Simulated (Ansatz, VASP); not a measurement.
**One calculation of HBr, two programs**

The input POSCAR:

```
HBr
1.0
   11.7015812861      0.0000000000      0.0000000000
    0.0000000000     12.2015812861      0.0000000000
    0.0000000000      0.0000000000     12.7015812861
Br H
1 1
Direct
    0.5332239300      0.5206789100      0.4517164100
    0.4770437700      0.4930923800      0.5482870400
```

The input INCAR.step1:

```
SYSTEM = HBr
PREC = Accurate
ENCUT = 400
EDIFF = 1E-5
ISMEAR = 0
SIGMA = 0.005
LREAL = .False.
LASPH = .True.
NELM = 120
ALGO = Normal
ISIF = 2
LWAVE = .True.
LCHARG = .False.
GGA = PE
NBANDS = 11
GGA_COMPAT = .False.
NELMDL = -8
```

File INCAR.step2:

```
SYSTEM = HBr
PREC = Accurate
ENCUT = 400
EDIFF = 1E-6
ISMEAR = 0
SIGMA = 0.005
LREAL = .False.
LASPH = .True.
NELM = 120
ALGO = Normal
ISIF = 2
LWAVE = .False.
LCHARG = .False.
GGA = PE
LHFCALC = .True.
HFSCREEN = 0.2079
PRECFOCK = Normal
IVDW = 12
VDW_S6 = 1.0
VDW_S8 = 2.31
VDW_A1 = 0.383
VDW_A2 = 5.685
ISTART = 1
NBANDS = 11
GGA_COMPAT = .False.
```

Contents of KPOINTS:

```
Automatic mesh
0
Gamma
  1 1 1
  0 0 0
```

Input for Ansatz:

```yaml
crystal:
  lattice:
    - [11.7015812861, 0.0, 0.0]
    - [0.0, 12.2015812861, 0.0]
    - [0.0, 0.0, 12.7015812861]
  atoms:
    - { symbol: Br, position: [0.53322393, 0.52067891, 0.45171641] }
    - { symbol: H, position: [0.47704377, 0.49309238, 0.54828704] }
hamiltonian:
  xc: hse06
  dispersion: d3bj
kpoints:
  mp_grid: { grid: [1, 1, 1] }
scf:
  occupations: { method: gaussian, width: 0.005 }
  max_iter: 140
  lower_state_search: "off"
output:
  forces: false
```

Alike in both runs: task single point; functional HSE06; dispersion D3(BJ); k mesh 1 × 1 × 1; occupations gaussian, width 0.005 eV; no spin polarisation.

|  | VASP | Ansatz |
| --- | --- | --- |
| version | VASP 6.6.1 | Ansatz 0.2.0 |
| potentials or method | VASP PAW PBE potentials, release 64 (Br, H) | scalar-relativistic, plane waves, PAW |
| plane-wave cutoff (eV) | 400 | 420 |
| valence electrons in the cell | 8 | 8 |

```tsv
	VASP	Ansatz	Ansatz less VASP
gap on the k mesh at the Fermi level (eV)	7.26	7.25	-0.003
```
